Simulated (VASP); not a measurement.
# Pt (P6_3/mmc) in VASP: further runs

The runs below take Pt through single point, with LDA.

All numbers are computed with VASP 6.6.1; they aren't measurements. Logs are shortened: lines on timing, memory, paths and dates and some standing lists are left out, and cuts for length are marked.

## Step 1: The cell of the first run

It takes space group P6_3/mmc (No. 194, hexagonal). Conventional cell: a = 2.862 Å, b = 2.862 Å, c = 4.942 Å, α = 90.00°, β = 90.00°, γ = 120.00°. Pt (site symmetry -6m2) has 12 Pt at 2.86 to 2.97 Å within 3.8 Å.

This isn't the form of Pt at room conditions, which is fcc.

## Step 2: Single point, LDA, collinear spin (17.53 Å³/atom)

INCAR reads:

```
ALGO     = Normal         # electronic algorithm
EDIFF    = 1E-6           # SCF threshold, eV
ENCUT    = 520            # plane-wave cutoff, eV
GGA      = CA             # functional
ISIF     = 2              # what is computed and relaxed
ISMEAR   = 0              # smearing method
ISPIN    = 2              # spin polarisation
LASPH    = T              # aspherical terms in the spheres
LCHARG   = F              # write CHGCAR
LMAXMIX  = 4              # l up to which the mixer works
LORBIT   = 11             # projections on sites
LREAL    = F              # projectors in reciprocal space
LWAVE    = F              # write WAVECAR
MAGMOM   = 0.45 0.45      # initial moments
NBANDS   = 21             # bands
NELM     = 150            # most SCF steps
NUPDOWN  = 0.9            # fixed moment
PREC     = Accurate       # precision mode
SIGMA    = 0.15           # smearing width, eV
```

KPOINTS reads:

```
k-points
0
Gamma
  21 21 10
```

POSCAR reads:

```
Pt
1.0
    2.8619386323      0.0000000000      0.0000000000
   -1.4309693161      2.4785115596      0.0000000000
    0.0000000000      0.0000000000      4.9418131020
Pt
2
Direct
    0.6666666667      0.3333333333      0.7500000000
    0.3333333333      0.6666666667      0.2500000000
```

Potentials or basis: VASP PAW LDA potentials, release 64 (Pt).

On the command line:

```
cat potpaw_LDA.64/Pt/POTCAR > POTCAR
mpirun -np 1 vasp_std > vasp.out
```

OUTCAR:

```text
EDIFF = 1E-6
   ENCUT = 520
   GGA = CA
   ISIF = 2
   ISMEAR = 0
   ISPIN = 2
   LASPH = T
   LORBIT = 11
   LREAL = F
   NELM = 150
   NUPDOWN = 0.9
   PREC = Accurate

 ion  position               nearest neighbor table
   1  0.667  0.333  0.750-   2 2.97   2 2.97   2 2.97   2 2.97   2 2.97   2 2.97
   2  0.333  0.667  0.250-   1 2.97   1 2.97   1 2.97   1 2.97   1 2.97   1 2.97

  LATTYP: Found a hexagonal cell.
 ALAT       =     2.8619386323
 C/A-ratio  =     1.7267362222

  Lattice vectors:

 A1 = (   2.8619386323,   0.0000000000,   0.0000000000)
 A2 = (  -1.4309693161,   2.4785115596,   0.0000000000)
 A3 = (   0.0000000000,   0.0000000000,   4.9418131020)

Analysis of symmetry for initial positions (statically):
=====================================================================
 Subroutine PRICEL returns:
 Original cell was already a primitive cell.

 Routine SETGRP: Setting up the symmetry group for a
 hexagonal supercell.

 Subroutine GETGRP returns: Found 24 space group operations
 (whereof 12 operations were pure point group operations)
 out of a pool of 24 trial point group operations.

The static configuration has the point symmetry D_3d.
 The point group associated with its full space group is D_6h.

Analysis of symmetry for dynamics (positions and initial velocities):
=====================================================================
 Subroutine PRICEL returns:
 Original cell was already a primitive cell.

 Routine SETGRP: Setting up the symmetry group for a
 hexagonal supercell.

 Subroutine GETGRP returns: Found 24 space group operations
 (whereof 12 operations were pure point group operations)
 out of a pool of 24 trial point group operations.

The dynamic configuration has the point symmetry D_3d.
 The point group associated with its full space group is D_6h.

Analysis of structural, dynamic, and magnetic symmetry:
=====================================================================
 Subroutine PRICEL returns:
 Original cell was already a primitive cell.

 Routine SETGRP: Setting up the symmetry group for a
 hexagonal supercell.

 Subroutine GETGRP returns: Found 24 space group operations
 (whereof 12 operations were pure point group operations)
 out of a pool of 24 trial point group operations.

The overall configuration has the point symmetry D_3d.
 The point group associated with its full space group is D_6h.

 Subroutine INISYM returns: Found 24 space group operations
 (whereof 12 operations are pure point group operations),
 and found     1 'primitive' translations

----------------------------------------------------------------------------------------

                                     Primitive cell

  volume of cell :      35.0540

  direct lattice vectors                    reciprocal lattice vectors
     2.861938632  0.000000000  0.000000000     0.349413502  0.201733979  0.000000000
    -1.430969316  2.478511560  0.000000000     0.000000000  0.403467959  0.000000000
     0.000000000  0.000000000  4.941813102     0.000000000  0.000000000  0.202354881

  length of vectors
     2.861938632  2.861938632  4.941813102     0.403467959  0.403467959  0.202354881

  position of ions in fractional coordinates (direct lattice)
     0.666666667  0.333333333  0.750000000
     0.333333333  0.666666667  0.250000000

  ion indices of the primitive-cell ions
   primitive index   ion index
                 1           1
                 2           2

----------------------------------------------------------------------------------------

 KPOINTS: k-points

Automatic generation of k-mesh.
 Grid dimensions read from file:
 generate k-points for:   21   21   10

 Generating k-lattice:

  Cartesian coordinates                     Fractional coordinates (reciprocal lattice)
     0.016638738  0.009606380  0.000000000     0.047619048  0.000000000  0.000000000
     0.000000000  0.019212760  0.000000000     0.000000000  0.047619048  0.000000000
     0.000000000  0.000000000  0.020235488     0.000000000  0.000000000  0.100000000

  Length of vectors
     0.019212760  0.019212760  0.020235488

  Shift w.r.t. Gamma in fractional coordinates (k-lattice)
     0.000000000  0.000000000  0.000000000

 Subroutine IBZKPT returns following result:
 ===========================================

 Found    288 irreducible k-points:

 Following reciprocal coordinates:
            Coordinates               Weight
  0.000000  0.000000  0.000000      1.000000
  0.047619 -0.000000  0.000000      6.000000
  0.095238 -0.000000  0.000000      6.000000
  0.142857  0.000000  0.000000      6.000000
  0.190476 -0.000000  0.000000      6.000000
  0.238095  0.000000  0.000000      6.000000
[... 16 lines left out ...]
  0.142857  0.095238  0.000000     12.000000
  0.190476  0.095238  0.000000     12.000000
 [... further k-points ...]
   k-points           NKPTS =    288   k-points in BZ     NKDIM =    288   number of bands    NBANDS=     21
   number of dos      NEDOS =    301   number of ions     NIONS =      2
   total plane-waves  NPLWV =  23040
   dimension x,y,z NGX =    24 NGY =   24 NGZ =   40
   dimension x,y,z NGXF=    48 NGYF=   48 NGZF=   80
   ions per type =               2
   NGX,Y,Z   is equivalent  to a cutoff of  13.94, 13.94, 13.46 a.u.
   NGXF,Y,Z  is equivalent  to a cutoff of  27.88, 27.88, 26.91 a.u.
 SYSTEM =  unknown system
   PREC   = accura    normal or accurate (medium, high low for compatibility)
   ISTART =      0    job   : 0-new  1-cont  2-samecut
   ICHARG =      2    charge: 1-file 2-atom 10-const
   ISPIN  =      2    spin polarized calculation?
   LNONCOLLINEAR =      F non collinear calculations
   LSORBIT =      F    spin-orbit coupling
   LASPH  =      T    aspherical Exc in radial PAW
   ENCUT  =  520.0 eV  38.22 Ry    6.18 a.u.   5.32  5.32  9.19*2*pi/ulx,y,z
   NELM   =    150;   NELMIN=  2; NELMDL= -5     # of ELM steps
   EDIFF  = 0.1E-05   stopping-criterion for ELM
   LREAL  =      F    real-space projection
   EDIFFG = 0.1E-04   stopping-criterion for IOM
   NSW    =      0    number of steps for IOM
   IBRION =     -1    ionic relax: 0-MD 1-quasi-New 2-CG
   NFREE  =      0    steps in history (QN), initial steepest desc. (CG)
   ISIF   =      2    stress and relaxation
   ISYM   =      2    0-nonsym 1-usesym 2-fastsym
   POTIM  = 0.5000    time-step for ionic-motion
   TEBEG  =    0.0;   TEEND  =   0.0 temperature during run
   PSTRESS=    0.0 pullay stress
   NELECT =      20.0000    total number of electrons
   NUPDOWN=       0.9000    fix difference up-down
   EMIN   =  10.00;   EMAX   =-10.00  energy-range for DOS
   EFERMI =   0.00;   METHOD = LEGACY
   ISMEAR =     0;   SIGMA  =   0.15  broadening in eV -4-tet -1-fermi 0-gaus
   EFERMI_NEDOS =   21; number of points for ismear=-14 and -15
   IALGO  =     38    algorithm
   IMIX   =      4    mixing-type and parameters
     AMIX     =   0.40;   BMIX     =  1.00
     AMIX_MAG =   1.60;   BMIX_MAG =  1.00
  volume/ion in A,a.u.               =      17.53       118.28
  Fermi-wavevector in a.u.,A,eV,Ry     =   1.357810  2.565889 25.084350  1.843648
  Thomas-Fermi vector in A             =   2.484697
   LORBIT       =     11    0 simple, 1 ext, 2 COOP (PROOUT), +10 PAW based schemes
   GGA     = CA    functional components
   LHFCALC =     F    Hartree Fock is set to
   AEXX    =    0.0000 exact exchange contribution
   IVDW    =     0    specifies the selected vdW correction
   LEPSILON=     F    determine dielectric tensor
   LRPA    =     F    only Hartree local field effects (RPA)
 spin polarized calculation
 Gauss-broadening in eV      SIGMA  =   0.15
  energy-cutoff  :      520.00
  volume of cell :       35.05
 maximum number of plane-waves:       978
 NGX is ok and might be reduce to    24
   NGX = 11   NGY = 11   NGZ = 19

 number of electron      20.0000002 magnetization       0.9000000

 Free energy of the ion-electron system (eV)
  ---------------------------------------------------
  ext. energy  EPLUGINS =         0.00000000
  ---------------------------------------------------
  free energy    TOTEN  =       -14.25914565 eV

  energy without entropy =      -14.21799306  energy(sigma->0) =      -14.23856936

 E-fermi :   8.3660     XC(G=0): -12.8248

 val. band max:        8.5196505305   @ k =   0.2381   0.1429   0.3000
 cond. band min:       8.3661348321   @ k =   0.1429   0.1429   0.5000
 fundamental gap:     -0.1535156983
 Fermi energy:         8.5232199400

 spin component 1

 k-point     1 :       0.0000    0.0000    0.0000
  band No.  band energies     occupation
      1      -0.2786      1.00000
      2       2.2355      1.00000
      3       4.9768      1.00000
      4       5.4197      1.00000
      5       5.4197      1.00000
      6       5.7274      1.00000
[... 13 lines left out ...]
     20      30.2091      0.00000
     21      31.5090      0.00000

 k-point     2 :       0.0476   -0.0000    0.0000
  band No.  band energies     occupation
      1      -0.2042      1.00000
      2       2.3030      1.00000
      3       4.9736      1.00000
      4       5.4148      1.00000
      5       5.4733      1.00000
      6       5.6937      1.00000
[... 13 lines left out ...]
     20      30.2898      0.00000
     21      31.8479      0.00000
[... 487 lines left out ...]
      5       5.2561      1.00000
      6       5.7688      1.00000
[... 13 lines left out ...]
     20      28.5880      0.00000
     21      29.7543      0.00000

 k-point    24 :       0.1905    0.0952    0.0000
  band No.  band energies     occupation
      1       1.5703      1.00000
      2       3.5361      1.00000
      3       4.5712      1.00000
      4       4.7572      1.00000
      5       5.1493      1.00000
      6       5.8009      1.00000
[... 13 lines left out ...]
     20      28.1845      0.00000
     21      28.7663      0.00000

 [... further k-points ...]

 spin component 2

 k-point     1 :       0.0000    0.0000    0.0000
  band No.  band energies     occupation
      1      -0.1883      1.00000
      2       2.4084      1.00000
      3       5.2312      1.00000
      4       5.6640      1.00000
      5       5.6640      1.00000
      6       5.9771      1.00000
[... 13 lines left out ...]
     20      30.2942      0.00000
     21      31.5664      0.00000

 k-point     2 :       0.0476   -0.0000    0.0000
  band No.  band energies     occupation
      1      -0.1139      1.00000
      2       2.4765      1.00000
      3       5.2264      1.00000
      4       5.6600      1.00000
      5       5.7180      1.00000
      6       5.9426      1.00000
[... 13 lines left out ...]
     20      30.3752      0.00000
     21      31.9432      0.00000
[... 487 lines left out ...]
      5       5.4922      1.00000
      6       6.0261      1.00000
[... 13 lines left out ...]
     20      28.6995      0.00000
     21      29.8859      0.00000

 k-point    24 :       0.1905    0.0952    0.0000
  band No.  band energies     occupation
      1       1.6668      1.00000
      2       3.7338      1.00000
      3       4.7912      1.00000
      4       4.9434      1.00000
      5       5.3813      1.00000
      6       6.0310      1.00000
[... 13 lines left out ...]
     20      28.2847      0.00000
     21      28.8837      0.00000

 [... further k-points ...]

------------------------ aborting loop because EDIFF is reached ----------------------------------------

  FORCE on cell =-STRESS in cart. coord.  units (eV):
  Direction    XX          YY          ZZ          XY          YZ          ZX
  --------------------------------------------------------------------------------------
  -------------------------------------------------------------------------------------
  Total       -6.8101560     -6.8101560     -6.5903917     -0.0000000      0.0000000      0.0000000
  in kB     -311.2648355   -311.2648355   -301.2202930     -0.0000000      0.0000000      0.0000000
  external PRESSURE =    -307.9166547 kB  Pullay stress =       0.0000000 kB

 VOLUME and BASIS-vectors are now :
 -----------------------------------------------------------------------------
  energy-cutoff  :      520.00
  volume of cell :       35.05
      direct lattice vectors                 reciprocal lattice vectors
     2.861938632  0.000000000  0.000000000     0.349413502  0.201733979  0.000000000
    -1.430969316  2.478511560  0.000000000     0.000000000  0.403467959  0.000000000
     0.000000000  0.000000000  4.941813102     0.000000000  0.000000000  0.202354881

 POSITION                                       TOTAL-FORCE (eV/Angst)
 -----------------------------------------------------------------------------------
      1.43097      0.82617      3.70636        -0.000000      0.000000      0.000000
     -0.00000      1.65234      1.23545         0.000000     -0.000000      0.000000
 -----------------------------------------------------------------------------------
    total drift:                               -0.000000      0.000000     -0.000000

  FREE ENERGIE OF THE ION-ELECTRON SYSTEM (eV)
  ---------------------------------------------------
  free  energy   TOTEN  =       -14.2591456469 eV

  energy  without entropy=      -14.2179930644  energy(sigma->0) =      -14.23856936

 total charge

# of ion       s       p       d       tot
------------------------------------------
    1        0.571   0.445   7.959   8.975
    2        0.571   0.445   7.959   8.975
--------------------------------------------------
tot          1.143   0.889  15.918  17.950

 magnetization (x)

# of ion       s       p       d       tot
------------------------------------------
    1        0.002  -0.002   0.444   0.445
    2        0.002  -0.002   0.444   0.445
--------------------------------------------------
tot          0.005  -0.003   0.888   0.890
```

Wall time 6.9 min (1 thread of Intel Xeon 8259CL, shared host); peak memory 0.38 GiB.

What came out:

```
Free energy                                           : -14.2591 eV
Pressure                                              : -30.8 GPa
Net moment                                            : 0.90 μB per cell
Site moments                                          : Pt +0.45 μB
Valence electrons inside the program's atomic spheres : Pt 8.97
```

Caveat: the cell stands under tension; spin-orbit coupling is left out, which moves the levels of the heavy elements; the total moment is fixed, so each spin has its own Fermi level.

(Continued in part 2 of 2.)
